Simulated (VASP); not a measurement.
# SiC5 (P6_3/mcm) in VASP: relaxation of shape and atoms at fixed volume with PBE

Aim: the relaxation of shape and atoms at fixed volume of SiC5 with PBE.

Program: VASP 6.6.1. These are calculated values, not measurements. Logs are shortened: lines on timing, memory, paths and dates and some standing lists are left out, and cuts for length are marked.

**1. The cell of the first run**

The structure is hexagonal, space group P6_3/mcm (No. 193). The conventional cell has a = 4.709 Å, b = 4.709 Å, c = 8.078 Å, α = 90.00°, β = 90.00°, γ = 120.00°. Within 2.4 Å of Si (site symmetry -62m) lie 3 C at 1.79 Å. Within 2.0 Å of C (site symmetry m2m) lie 2 C at 1.47 Å and 1 Si at 1.79 Å. C (site symmetry -6) has 3 C at 1.47 Å within 2.0 Å.

**2. Relaxation of shape and atoms at fixed volume, PBE (12.93 Å³/atom)**

INCAR reads:

```
ALGO = Normal ; EDIFF = 1E-7
EDIFFG = -0.01 ; ENCUT = 600
GGA = PE ; GGA_COMPAT = False
IBRION = 2 ; ISIF = 4
ISMEAR = 0 ; LASPH = True
LCHARG = False ; LREAL = False
LWAVE = False ; NELM = 120
NELMIN = 4 ; NSW = 50
PREC = Accurate ; SIGMA = 0.1
```

KPOINTS reads:

```
k-points
0
Gamma
  12 12 4
```

POSCAR reads:

```
SiC5
1.0
    4.7088724542      0.0000000000      0.0000000000
   -2.3544362271      4.0780031685      0.0000000000
    0.0000000000      0.0000000000      8.0780526019
Si C
2 10
Direct
    0.0000000000      0.0000000000      0.7500000000
    0.0000000000      0.0000000000      0.2500000000
    0.6199701853      0.0000000000      0.7500000000
    0.3333333333      0.6666666667      0.7500000000
    0.6666666667      0.3333333333      0.7500000000
    0.0000000000      0.6199701853      0.7500000000
    0.3800298147      0.3800298147      0.7500000000
    0.6199701853      0.6199701853      0.2500000000
    0.6666666667      0.3333333333      0.2500000000
    0.3333333333      0.6666666667      0.2500000000
    0.0000000000      0.3800298147      0.2500000000
    0.3800298147      0.0000000000      0.2500000000
```

Potentials or basis: VASP PAW PBE potentials, release 64 (Si, C).

On the command line:

```sh
$ cat potpaw_PBE.64/Si/POTCAR potpaw_PBE.64/C/POTCAR > POTCAR
$ mpirun -np 1 vasp_std > vasp.out
```

OUTCAR:

```text
EDIFF = 1E-7
   EDIFFG = -0.01
   ENCUT = 600
   GGA = PE
   IBRION = 2
   ISIF = 4
   ISMEAR = 0
   LASPH = True
   LREAL = False
   NELM = 120
   NELMIN = 4
   NSW = 50
   PREC = Accurate

 ion  position               nearest neighbor table
   1  0.000  0.000  0.750-   6 1.79   7 1.79   3 1.79
   2  0.000  0.000  0.250-   8 1.79  11 1.79  12 1.79
   3  0.620  0.000  0.750-   5 1.47   4 1.47   1 1.79
   4  0.333  0.667  0.750-   6 1.47   3 1.47   7 1.47
   5  0.667  0.333  0.750-   3 1.47   6 1.47   7 1.47
   6  0.000  0.620  0.750-   4 1.47   5 1.47   1 1.79
   7  0.380  0.380  0.750-   4 1.47   5 1.47   1 1.79
   8  0.620  0.620  0.250-   9 1.47  10 1.47   2 1.79
   9  0.667  0.333  0.250-  11 1.47  12 1.47   8 1.47
  10  0.333  0.667  0.250-  12 1.47  11 1.47   8 1.47
  11  0.000  0.380  0.250-   9 1.47  10 1.47   2 1.79
  12  0.380  0.000  0.250-  10 1.47   9 1.47   2 1.79

  LATTYP: Found a hexagonal cell.
 ALAT       =     4.7088724542
 C/A-ratio  =     1.7154961576

  Lattice vectors:

 A1 = (   4.7088724542,   0.0000000000,   0.0000000000)
 A2 = (  -2.3544362271,   4.0780031685,   0.0000000000)
 A3 = (   0.0000000000,   0.0000000000,   8.0780526019)

Analysis of symmetry for initial positions (statically):
=====================================================================
 Subroutine PRICEL returns:
 Original cell was already a primitive cell.

 Routine SETGRP: Setting up the symmetry group for a
 hexagonal supercell.

 Subroutine GETGRP returns: Found 24 space group operations
 (whereof 12 operations were pure point group operations)
 out of a pool of 24 trial point group operations.

The static configuration has the point symmetry D_3d.
 The point group associated with its full space group is D_6h.

Analysis of symmetry for dynamics (positions and initial velocities):
=====================================================================
 Subroutine PRICEL returns:
 Original cell was already a primitive cell.

 Routine SETGRP: Setting up the symmetry group for a
 hexagonal supercell.

 Subroutine GETGRP returns: Found 24 space group operations
 (whereof 12 operations were pure point group operations)
 out of a pool of 24 trial point group operations.

The dynamic configuration has the point symmetry D_3d.
 The point group associated with its full space group is D_6h.

 Subroutine INISYM returns: Found 24 space group operations
 (whereof 12 operations are pure point group operations),
 and found     1 'primitive' translations

----------------------------------------------------------------------------------------

                                     Primitive cell

  volume of cell :     155.1212

  direct lattice vectors                    reciprocal lattice vectors
     4.708872454  0.000000000  0.000000000     0.212365064  0.122609027  0.000000000
    -2.354436227  4.078003169  0.000000000     0.000000000  0.245218054  0.000000000
     0.000000000  0.000000000  8.078052602     0.000000000  0.000000000  0.123792212

  length of vectors
     4.708872454  4.708872454  8.078052602     0.245218054  0.245218054  0.123792212

  position of ions in fractional coordinates (direct lattice)
     0.000000000  0.000000000  0.750000000
     0.000000000  0.000000000  0.250000000
     0.619970185  0.000000000  0.750000000
     0.333333333  0.666666667  0.750000000
     0.666666667  0.333333333  0.750000000
     0.000000000  0.619970185  0.750000000
     0.380029815  0.380029815  0.750000000
     0.619970185  0.619970185  0.250000000
     0.666666667  0.333333333  0.250000000
     0.333333333  0.666666667  0.250000000
     0.000000000  0.380029815  0.250000000
     0.380029815  0.000000000  0.250000000

  ion indices of the primitive-cell ions
   primitive index   ion index
                 1           1
                 2           2
                 3           3
                 4           4
                 5           5
                 6           6
                 7           7
                 8           8
                 9           9
                10          10
                11          11
                12          12

----------------------------------------------------------------------------------------

 KPOINTS: k-points

Automatic generation of k-mesh.
 Grid dimensions read from file:
 generate k-points for:   12   12    4

 Generating k-lattice:

  Cartesian coordinates                     Fractional coordinates (reciprocal lattice)
     0.017697089  0.010217419  0.000000000     0.083333333  0.000000000  0.000000000
     0.000000000  0.020434838  0.000000000     0.000000000  0.083333333  0.000000000
     0.000000000  0.000000000  0.030948053     0.000000000  0.000000000  0.250000000

  Length of vectors
     0.020434838  0.020434838  0.030948053

  Shift w.r.t. Gamma in fractional coordinates (k-lattice)
     0.000000000  0.000000000  0.000000000

 Subroutine IBZKPT returns following result:
 ===========================================

 Found     57 irreducible k-points:

 Following reciprocal coordinates:
            Coordinates               Weight
  0.000000  0.000000  0.000000      1.000000
  0.083333 -0.000000  0.000000      6.000000
  0.166667 -0.000000  0.000000      6.000000
  0.250000 -0.000000  0.000000      6.000000
  0.333333  0.000000  0.000000      6.000000
  0.416667 -0.000000  0.000000      6.000000
[... 16 lines left out ...]
  0.250000 -0.000000  0.250000     12.000000
  0.333333  0.000000  0.250000     12.000000
 [... further k-points ...]
   k-points           NKPTS =     57   k-points in BZ     NKDIM =     57   number of bands    NBANDS=     31
   number of dos      NEDOS =    301   number of ions     NIONS =     12
   total plane-waves  NPLWV = 112000
   dimension x,y,z NGX =    40 NGY =   40 NGZ =   70
   dimension x,y,z NGXF=    80 NGYF=   80 NGZF=  140
   ions per type =               2  10
   NGX,Y,Z   is equivalent  to a cutoff of  14.12, 14.12, 14.41 a.u.
   NGXF,Y,Z  is equivalent  to a cutoff of  28.24, 28.24, 28.81 a.u.
 SYSTEM =  unknown system
   PREC   = accura    normal or accurate (medium, high low for compatibility)
   ISTART =      0    job   : 0-new  1-cont  2-samecut
   ICHARG =      2    charge: 1-file 2-atom 10-const
   ISPIN  =      1    spin polarized calculation?
   LNONCOLLINEAR =      F non collinear calculations
   LSORBIT =      F    spin-orbit coupling
   LASPH  =      T    aspherical Exc in radial PAW
   ENCUT  =  600.0 eV  44.10 Ry    6.64 a.u.   9.40  9.40 16.13*2*pi/ulx,y,z
   NELM   =    120;   NELMIN=  4; NELMDL= -5     # of ELM steps
   EDIFF  = 0.1E-06   stopping-criterion for ELM
   LREAL  =      F    real-space projection
   EDIFFG = -.1E-01   stopping-criterion for IOM
   NSW    =     50    number of steps for IOM
   IBRION =      2    ionic relax: 0-MD 1-quasi-New 2-CG
   NFREE  =      1    steps in history (QN), initial steepest desc. (CG)
   ISIF   =      4    stress and relaxation
   ISYM   =      2    0-nonsym 1-usesym 2-fastsym
   POTIM  = 0.5000    time-step for ionic-motion
   TEBEG  =    0.0;   TEEND  =   0.0 temperature during run
   PSTRESS=    0.0 pullay stress
   NELECT =      48.0000    total number of electrons
   NUPDOWN=      -1.0000    fix difference up-down
   EMIN   =  10.00;   EMAX   =-10.00  energy-range for DOS
   EFERMI =   0.00;   METHOD = LEGACY
   ISMEAR =     0;   SIGMA  =   0.10  broadening in eV -4-tet -1-fermi 0-gaus
   EFERMI_NEDOS =   21; number of points for ismear=-14 and -15
   IALGO  =     38    algorithm
   IMIX   =      4    mixing-type and parameters
     AMIX     =   0.40;   BMIX     =  1.00
     AMIX_MAG =   1.60;   BMIX_MAG =  1.00
  volume/ion in A,a.u.               =      12.93        87.23
  Fermi-wavevector in a.u.,A,eV,Ry     =   1.107299  2.092491 16.682250  1.226111
  Thomas-Fermi vector in A             =   2.243811
   LORBIT       =      0    0 simple, 1 ext, 2 COOP (PROOUT), +10 PAW based schemes
   GGA     = PE    functional components
   LHFCALC =     F    Hartree Fock is set to
   AEXX    =    0.0000 exact exchange contribution
   IVDW    =     0    specifies the selected vdW correction
   LEPSILON=     F    determine dielectric tensor
   LRPA    =     F    only Hartree local field effects (RPA)
 conjugate gradient relaxation of ions
 non-spin polarized calculation
 Gauss-broadening in eV      SIGMA  =   0.10
  energy-cutoff  :      600.00
  volume of cell :      155.12
 maximum number of plane-waves:      5205
 NGX is ok and might be reduce to    40
   NGX = 19   NGY = 19   NGZ = 33

--------------------------------------- Ionic step        1  -------------------------------------------

 number of electron      48.0000002 magnetization

 Free energy of the ion-electron system (eV)
  ---------------------------------------------------
  ext. energy  EPLUGINS =         0.00000000
  ---------------------------------------------------
  free energy    TOTEN  =       -98.38057933 eV

  energy without entropy =      -98.37871578  energy(sigma->0) =      -98.37964755

------------------------ aborting loop because EDIFF is reached ----------------------------------------

  FORCE on cell =-STRESS in cart. coord.  units (eV):
  Direction    XX          YY          ZZ          XY          YZ          ZX
  --------------------------------------------------------------------------------------
  -------------------------------------------------------------------------------------
  Total       -9.5397940     -9.5397940     -0.3250949      0.0000000     -0.0000000      0.0000000
  in kB      -98.5322533    -98.5322533     -3.3577591      0.0000000     -0.0000000      0.0000000
  external PRESSURE =     -66.8074219 kB  Pullay stress =       0.0000000 kB
[... 169 lines left out ...]
  energy  without entropy=      -98.4917393279  energy(sigma->0) =      -98.49267955

--------------------------------------- Ionic step        5  -------------------------------------------

 number of electron      48.0000000 magnetization

 Free energy of the ion-electron system (eV)
  ---------------------------------------------------
  ext. energy  EPLUGINS =         0.00000000
  ---------------------------------------------------
  free energy    TOTEN  =       -98.49384915 eV

  energy without entropy =      -98.49196277  energy(sigma->0) =      -98.49290596

 E-fermi :   3.0953     XC(G=0):  -8.8260

 val. band max:        3.0881725713   @ k =   0.0000   0.0000   0.5000
 cond. band min:       3.1110718330   @ k =   0.0000   0.0000   0.2500
 fundamental gap:      0.0228992617
 Fermi energy:         3.0953149742

 k-point     1 :       0.0000    0.0000    0.0000
  band No.  band energies     occupation
      1     -14.6135      2.00000
      2     -14.5513      2.00000
      3      -9.8871      2.00000
      4      -9.8581      2.00000
      5      -8.7690      2.00000
      6      -8.7690      2.00000
[... 805 lines left out ...]
     30       8.6532      0.00000
     31       9.1937      0.00000

 [... further k-points ...]
[... 5 lines left out ...]
  --------------------------------------------------------------------------------------
  -------------------------------------------------------------------------------------
  Total       -0.3305849     -0.3305849     -0.3245823     -0.0000000      0.0000000     -0.0000000
  in kB       -3.4144634     -3.4144634     -3.3524647     -0.0000000      0.0000000     -0.0000000
  external PRESSURE =      -3.3937972 kB  Pullay stress =       0.0000000 kB
[... 27 lines left out ...]
  FREE ENERGIE OF THE ION-ELECTRON SYSTEM (eV)
  ---------------------------------------------------
  free  energy   TOTEN  =       -98.4938491544 eV

  energy  without entropy=      -98.4919627717  energy(sigma->0) =      -98.49290596

 reached required accuracy - stopping structural energy minimisation
```

Wall time 8.3 min (1 thread of Intel Xeon 6975P-C (Granite Rapids), shared host); peak memory 0.49 GiB.

What came out:

```yaml
Free_energy: -98.4938 eV
Energy_gained_by_relaxing: 9.4 meV/atom
Ionic_steps: 5
Pressure_after_relaxing: -0.3 GPa
Band_gap_on_the_k_mesh: zero (filled and empty bands touch)
```

The path:
```tsv
step	energy change (eV)	largest force (eV/Å)	pressure (GPa)	volume (Å³)
1	0.0000	0.0460	-6.68	155.12
2	-0.1131	0.0547	-0.26	155.12
3	-0.1131	0.0531	-0.36	155.12
4	-0.1130	0.0571	-0.32	155.12
5	-0.1133	0.0008	-0.34	155.12
```

Final structure:
```yaml
crystal:
  lattice:
    - [4.65210, 0.00000, 0.00000]
    - [-2.32605, 4.02884, 0.00000]
    - [0.00000, 0.00000, 8.27641]
  atoms:
    - { symbol: Si, position: [0.00000, 0.00000, 0.75000] }
    - { symbol: Si, position: [0.00000, 0.00000, 0.25000] }
    - { symbol: C, position: [0.62017, 0.00000, 0.75000] }
    - { symbol: C, position: [0.33333, 0.66667, 0.75000] }
    - { symbol: C, position: [0.66667, 0.33333, 0.75000] }
    - { symbol: C, position: [0.00000, 0.62017, 0.75000] }
    - { symbol: C, position: [0.37983, 0.37983, 0.75000] }
    - { symbol: C, position: [0.62017, 0.62017, 0.25000] }
    - { symbol: C, position: [0.66667, 0.33333, 0.25000] }
    - { symbol: C, position: [0.33333, 0.66667, 0.25000] }
    - { symbol: C, position: [0.00000, 0.37983, 0.25000] }
    - { symbol: C, position: [0.37983, 0.00000, 0.25000] }
```

Caveat: semilocal functionals underestimate gaps, and a narrow one can read as zero.

The gap in the log of VASP goes by the Fermi energy; the results here count the filled bands.